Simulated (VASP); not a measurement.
The system is Hf.

```
Hf
1.0
     5.63618    0.00000    0.00000
     0.00000    5.63618    0.00000
     0.00000    0.00000    5.63618
Hf
8
Direct
  0.00000 0.00000 0.00000
  0.50000 0.50000 0.50000
  0.25000 0.00000 0.50000
  0.75000 0.00000 0.50000
  0.50000 0.25000 0.00000
  0.50000 0.75000 0.00000
  0.00000 0.50000 0.25000
  0.00000 0.50000 0.75000
```

| Item | Value |
| --- | --- |
| Program | VASP 6.6.1 |
| Task | relaxation of cell and atoms |
| Functional | BLYP |
| Potentials or basis | VASP PAW PBE potentials, release 64 (Hf_pv) |
| Cutoff | 600 eV |
| k mesh | 5 × 5 × 5 |
| Occupations | fermi-dirac, width 0.1 eV |
| Spin | no spin polarisation |

At the start: pressure 3.6 GPa; volume 22.38 Å³/atom.

Task: Where does the relaxation end?

Result: Over 3 steps the energy falls by 9.0 meV/atom and the volume is 23.22 Å³/atom (+3.7 %); space group Pm-3n (No. 223, to 0.05 Å).

The path:
| step | energy change (eV) | largest force (eV/Å) | pressure (GPa) | volume (Å³) |
| --- | --- | --- | --- | --- |
| 1 | 0.0000 | 0.0000 | 3.56 | 179.04 |
| 2 | -0.0099 | 0.0000 | -2.98 | 192.25 |
| 3 | -0.0723 | 0.0000 | -0.03 | 185.75 |

Final structure:
```
CELL_PARAMETERS angstrom
5.70572 0.00000 0.00000
0.00000 5.70572 0.00000
0.00000 0.00000 5.70572
ATOMIC_POSITIONS crystal
Hf 0.00000 0.00000 0.00000
Hf 0.50000 0.50000 0.50000
Hf 0.25000 0.00000 0.50000
Hf 0.75000 0.00000 0.50000
Hf 0.50000 0.25000 0.00000
Hf 0.50000 0.75000 0.00000
Hf 0.00000 0.50000 0.25000
Hf 0.00000 0.50000 0.75000
```

Caveat: the PAW data sets were made with another functional, which shifts forces and pressure a little.
